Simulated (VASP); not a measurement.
# BN (P1) in VASP: notebook, part 2 of 2

VASP 6.6.1. Earlier steps stand in the parts before.

## 4. Single point, PBE+D3(BJ)

INCAR reads:

```
SYSTEM = BN
ALGO = Normal
EDIFF = 1E-7
ENCUT = 520
GGA = PE
ISIF = 2
ISMEAR = -1
IVDW = 12
LASPH = .TRUE.
LCHARG = .FALSE.
LREAL = Auto
LWAVE = .FALSE.
NBANDS = 51
NELM = 60
PREC = Accurate
SIGMA = 0.1034
```

KPOINTS reads:

```
Automatic mesh
0
Gamma
  2 2 2
  0.5 0.5 0.5
```

POSCAR reads:

```
BN
1.0
    1.2681028322     -3.5413121025      4.3891914187
   -1.2681028322     -3.5413121025     -4.3891914187
    5.0724113290      3.5413121025     -2.1945957093
B N
9 9
Direct
    0.7493504627      0.2364775675      0.9270292025
    0.4119788437      0.4414117588      0.8184456452
    0.1174204237      1.0515957207      1.0311214924
    0.3864054783      0.7742246106      0.1437843843
    0.0824951185      0.3546917098      0.3696293827
    0.7706168117      0.9308815495      0.6074213955
    0.4024903904      0.1332727320      0.4839783617
    0.0867257454      0.6899392838      0.7024329388
    0.7898134191      0.6292849343      0.2560828154
    1.0141577030      0.9106184198      0.7737451258
    0.6393196382      0.0850612105      0.6732585543
    0.2736098880      0.6003101916      0.8740830135
    0.6497050105      0.4323208226      0.9986284958
    0.3021006515      0.9854805202      0.2355713820
    0.9850698813      0.5606516287      0.4342995607
    0.6840503966      0.8301963877      0.3271751910
    0.2660104499      0.2893369081      0.5460129647
    0.9963722672      0.2141014391      0.1171648174
```

Potentials or basis: VASP PAW PBE potentials, release 64 (B, N).

Started as:

```
> cat potpaw_PBE.64/B/POTCAR potpaw_PBE.64/N/POTCAR > POTCAR
> mpirun -np 1 vasp_std > vasp.out
```

OUTCAR:

```text
SYSTEM = BN
   EDIFF = 1E-7
   ENCUT = 520
   GGA = PE
   ISIF = 2
   ISMEAR = -1
   IVDW = 12
   LASPH = .TRUE.
   LREAL = Auto
   NELM = 60
   PREC = Accurate
 IVDW          = 12

 ion  position               nearest neighbor table
   1  0.749  0.236  0.927-  11 1.44  13 1.46  18 1.52
   2  0.412  0.441  0.818-  13 1.42  12 1.44  17 1.51
   3  0.117  0.052  0.031-  18 1.44  10 1.46  14 1.53
   4  0.386  0.774  0.144-  14 1.51  16 1.53  12 1.55
   5  0.082  0.355  0.370-  17 1.42  18 1.45  15 1.48
   6  0.771  0.931  0.607-  11 1.41  10 1.43  16 1.59
[... 10 lines left out ...]
  17  0.266  0.289  0.546-   5 1.42   7 1.43   2 1.51
  18  0.996  0.214  0.117-   3 1.44   5 1.45   1 1.52

  LATTYP: Found a base centered monoclinic cell.
 ALAT       =     9.1374145365
 B/A-ratio  =     0.7751234418
 C/A-ratio  =     0.7342966653
 COS(beta)  =    -0.5765277405

  Lattice vectors:

 A1 = (  -1.2681028322,  -3.5413121025,  -4.3891914187)
 A2 = (  -1.2681028322,   3.5413121025,  -4.3891914187)
 A3 = (   6.3405141612,   0.0000000000,   2.1945957094)

Analysis of symmetry for initial positions (statically):
=====================================================================
 Subroutine PRICEL returns:
 Original cell was already a primitive cell.

 Routine SETGRP: Setting up the symmetry group for a
 base centered monoclinic supercell.

 Subroutine GETGRP returns: Found  1 space group operations
 (whereof  1 operations were pure point group operations)
 out of a pool of  4 trial point group operations.

The static configuration has the point symmetry C_1 .

Analysis of symmetry for dynamics (positions and initial velocities):
=====================================================================
 Subroutine PRICEL returns:
 Original cell was already a primitive cell.

 Routine SETGRP: Setting up the symmetry group for a
 base centered monoclinic supercell.

 Subroutine GETGRP returns: Found  1 space group operations
 (whereof  1 operations were pure point group operations)
 out of a pool of  4 trial point group operations.

The dynamic configuration has the point symmetry C_1 .

 Subroutine INISYM returns: Found  1 space group operations
 (whereof  1 operations are pure point group operations),
 and found     1 'primitive' translations

----------------------------------------------------------------------------------------

                                     Primitive cell

  volume of cell :     177.3968

  direct lattice vectors                    reciprocal lattice vectors
     1.268102832 -3.541312103  4.389191419     0.131429930 -0.141190605  0.075944132
    -1.268102832 -3.541312103 -4.389191419     0.043809977 -0.141190605 -0.126573554
     5.072411329  3.541312103 -2.194595709     0.175239907  0.000000000 -0.050629421

  length of vectors
     5.780482463  5.780482463  6.564030654     0.207306837  0.194614916  0.182407136

  position of ions in fractional coordinates (direct lattice)
     0.749350463  0.236477568  0.927029203
     0.411978844  0.441411759  0.818445645
     0.117420424  0.051595721  0.031121492
     0.386405478  0.774224611  0.143784384
     0.082495118  0.354691710  0.369629383
     0.770616812  0.930881550  0.607421395
[... 59 lines left out ...]

 Following reciprocal coordinates:
            Coordinates               Weight
  0.250000  0.250000  0.250000      2.000000
 -0.250000  0.250000  0.250000      2.000000
  0.250000 -0.250000  0.250000      2.000000
 -0.250000 -0.250000  0.250000      2.000000
   k-points           NKPTS =      4   k-points in BZ     NKDIM =      4   number of bands    NBANDS=     51
   number of dos      NEDOS =    301   number of ions     NIONS =     18
   total plane-waves  NPLWV = 115200
   dimension x,y,z NGX =    48 NGY =   48 NGZ =   50
   dimension x,y,z NGXF=    96 NGYF=   96 NGZF=  100
   ions per type =               9   9
   NGX,Y,Z   is equivalent  to a cutoff of  13.80, 13.80, 12.66 a.u.
   NGXF,Y,Z  is equivalent  to a cutoff of  27.61, 27.61, 25.33 a.u.
 SYSTEM =  BN
   PREC   = accura    normal or accurate (medium, high low for compatibility)
   ISTART =      0    job   : 0-new  1-cont  2-samecut
   ICHARG =      2    charge: 1-file 2-atom 10-const
   ISPIN  =      1    spin polarized calculation?
   LNONCOLLINEAR =      F non collinear calculations
   LSORBIT =      F    spin-orbit coupling
   LASPH  =      T    aspherical Exc in radial PAW
   ENCUT  =  520.0 eV  38.22 Ry    6.18 a.u.  10.75 10.75 12.20*2*pi/ulx,y,z
   NELM   =     60;   NELMIN=  2; NELMDL= -5     # of ELM steps
   EDIFF  = 0.1E-06   stopping-criterion for ELM
   LREAL  =      T    real-space projection
   EDIFFG = 0.1E-05   stopping-criterion for IOM
   NSW    =      0    number of steps for IOM
   IBRION =     -1    ionic relax: 0-MD 1-quasi-New 2-CG
   NFREE  =      0    steps in history (QN), initial steepest desc. (CG)
   ISIF   =      2    stress and relaxation
   ISYM   =      2    0-nonsym 1-usesym 2-fastsym
   POTIM  = 0.5000    time-step for ionic-motion
   TEBEG  =    0.0;   TEEND  =   0.0 temperature during run
   PSTRESS=    0.0 pullay stress
   NELECT =      72.0000    total number of electrons
   NUPDOWN=      -1.0000    fix difference up-down
   EMIN   =  10.00;   EMAX   =-10.00  energy-range for DOS
   EFERMI =   0.00;   METHOD = LEGACY
   ISMEAR =    -1;   SIGMA  =   0.10  broadening in eV -4-tet -1-fermi 0-gaus
   EFERMI_NEDOS =   21; number of points for ismear=-14 and -15
   IALGO  =     38    algorithm
   IMIX   =      4    mixing-type and parameters
     AMIX     =   0.40;   BMIX     =  1.00
     AMIX_MAG =   1.60;   BMIX_MAG =  1.00
  volume/ion in A,a.u.               =       9.86        66.51
  Fermi-wavevector in a.u.,A,eV,Ry     =   1.212096  2.290530 19.989370  1.469177
  Thomas-Fermi vector in A             =   2.347591
   LORBIT       =      0    0 simple, 1 ext, 2 COOP (PROOUT), +10 PAW based schemes
   GGA     = PE    functional components
   LHFCALC =     F    Hartree Fock is set to
   AEXX    =    0.0000 exact exchange contribution
   IVDW    =    12    specifies the selected vdW correction
   LEPSILON=     F    determine dielectric tensor
   LRPA    =     F    only Hartree local field effects (RPA)
 non-spin polarized calculation
  energy-cutoff  :      520.00
  volume of cell :      177.40
 maximum number of plane-waves:      4780
 NGX is ok and might be reduce to    42
   NGX = 21   NGY = 21   NGZ = 25

 number of electron      72.0000000 magnetization

 Free energy of the ion-electron system (eV)
  ---------------------------------------------------
  ext. energy  EPLUGINS =         0.00000000
  ---------------------------------------------------
  free energy    TOTEN  =      -155.37347529 eV

  energy without entropy =     -155.37347529  energy(sigma->0) =     -155.37347529

 E-fermi :   3.7522     XC(G=0):  -9.6267

 val. band max:        1.5998958440   @ k =   0.2500  -0.2500   0.2500
 cond. band min:       5.9599092049   @ k =   0.2500   0.2500   0.2500
 fundamental gap:      4.3600133610
 Fermi energy:         3.7522496509

 k-point     1 :       0.2500    0.2500    0.2500
  band No.  band energies     occupation
      1     -15.1229      2.00000
      2     -14.9631      2.00000
      3     -14.7116      2.00000
      4     -14.4783      2.00000
      5     -12.9848      2.00000
      6     -12.7881      2.00000
[... 193 lines left out ...]
     47      10.9370      0.00000
     48      11.1681      0.00000
 [bands above 48 left out]

------------------------ aborting loop because EDIFF is reached ----------------------------------------

 Edisp (eV)   -2.29972

 E8    (eV) :    -0.6702

  FORCE on cell =-STRESS in cart. coord.  units (eV):
  Direction    XX          YY          ZZ          XY          YZ          ZX
  --------------------------------------------------------------------------------------
  -------------------------------------------------------------------------------------
  Total     -16.57469    -3.93198   -13.30191    -0.34467    -1.39288    -0.94096
  in kB    -149.69603   -35.51208  -120.13758    -3.11289   -12.57994    -8.49842
  external pressure =     -101.78 kB  Pullay stress =        0.00 kB

 VOLUME and BASIS-vectors are now :
 -----------------------------------------------------------------------------
  energy-cutoff  :      520.00
  volume of cell :      177.40
      direct lattice vectors                 reciprocal lattice vectors
     1.268102832 -3.541312103  4.389191419     0.131429930 -0.141190605  0.075944132
    -1.268102832 -3.541312103 -4.389191419     0.043809977 -0.141190605 -0.126573554
     5.072411329  3.541312103 -2.194595709     0.175239907  0.000000000 -0.050629421

 POSITION                                       TOTAL-FORCE (eV/Angst)
 -----------------------------------------------------------------------------------
      5.35265     -0.20823      0.21664         1.483933     -0.973709      0.549517
      4.11417     -0.12375     -1.92534        -2.597311      0.384654     -0.776391
      0.24133     -0.48833      0.22062         2.350806      2.321546     -0.226448
      0.23754     -3.60097     -2.01776         0.875996     -3.246381      0.580359
      1.52974     -0.23924     -2.00591        -1.048493     -0.014018     -0.749499
      2.87786     -3.87447     -2.03648        -3.464471     -2.155036      1.463721
[... 10 lines left out ...]
      2.74002     -0.03306     -1.30066         3.384139     -1.178373      0.702972
      1.58631     -3.87175      3.17641        -2.467264     -0.452944     -1.447233
 -----------------------------------------------------------------------------------
    total drift:                               -0.001012      0.003565      0.001410

  FREE ENERGIE OF THE ION-ELECTRON SYSTEM (eV)
  ---------------------------------------------------
  free  energy   TOTEN  =      -157.6731947298 eV

  energy  without entropy=     -157.6731947258  energy(sigma->0) =     -157.67319473
```

Wall time 2.5 min (1 thread of Intel Xeon Platinum 8259CL at 2.50GHz (Skylake/Cascade Lake), shared host); peak memory 0.32 GiB.

What came out:

* Free energy: -157.6732 eV
* Pressure: -10.2 GPa
* Largest force: 4.518 eV/Å
* Band gap on the k mesh: 4.36 eV (least direct gap 4.39 eV)
* Dispersion energy per atom: -0.128 eV

Forces in eV/Å, atoms in the order of the input:
```
B    1.484 -0.974  0.550
B   -2.597  0.385 -0.776
B    2.351  2.322 -0.226
B    0.876 -3.246  0.580
B   -1.048 -0.014 -0.749
B   -3.464 -2.155  1.464
B    1.020  0.738  1.877
B   -1.046 -0.566  1.720
B   -0.081  1.398  0.072
N    1.555  1.002  0.334
N   -1.005  0.494 -2.488
N    1.493 -0.448 -4.241
N    0.712 -0.320 -0.329
N   -3.626 -0.286  2.042
N    1.583  0.154 -0.261
N    0.875  3.147  1.178
N    3.384 -1.178  0.703
N   -2.467 -0.453 -1.447
```

Stress tensor (GPa, compression positive):
```
-14.97  -0.31  -0.85
 -0.31  -3.55  -1.26
 -0.85  -1.26 -12.01
```

Levels at points of the mesh, in eV from the valence-band top:
```
           k point  band 33  band 34  band 35  band 36  band 37  band 38  band 39  band 40
(0.25, 0.25, 0.25)    -0.91    -0.65    -0.52    -0.15     4.36     4.62     4.78     5.14
```

Caveat: the k points lie up to 0.61 Å⁻¹ apart; the atoms stand as in a frame of molecular dynamics; a shifted mesh leaves out Γ, where band edges can lie; forces of over 1 eV/Å act on the atoms, so gaps and moduli don't describe the material at rest. A k mesh can miss the band edges.

## 5. Overview

```csv
cell,gap on the mesh (eV),pressure (GPa),largest force (eV/Å)
"as given, atomic positions A",4.15,-8.4,5.09
"as given, atomic positions B",4.27,-8.1,6.10
"as given, atomic positions C",4.36,-10.2,4.52
```

Alike in all rows: task single point; level PBE+D3(BJ); potentials or basis VASP PAW PBE potentials, release 64 (B, N); no spin polarisation; k mesh 2 × 2 × 2, shifted; cutoff (eV) 520; smearing fermi-dirac 0.1034 eV.

Caveats: all runs use coarse meshes; the atoms stand as in a frame of molecular dynamics; a shifted mesh leaves out Γ, where band edges can lie; forces of over 1 eV/Å act on the atoms, so gaps and moduli don't describe the material at rest.

Absolute energies hang on the potentials; compare differences alone.
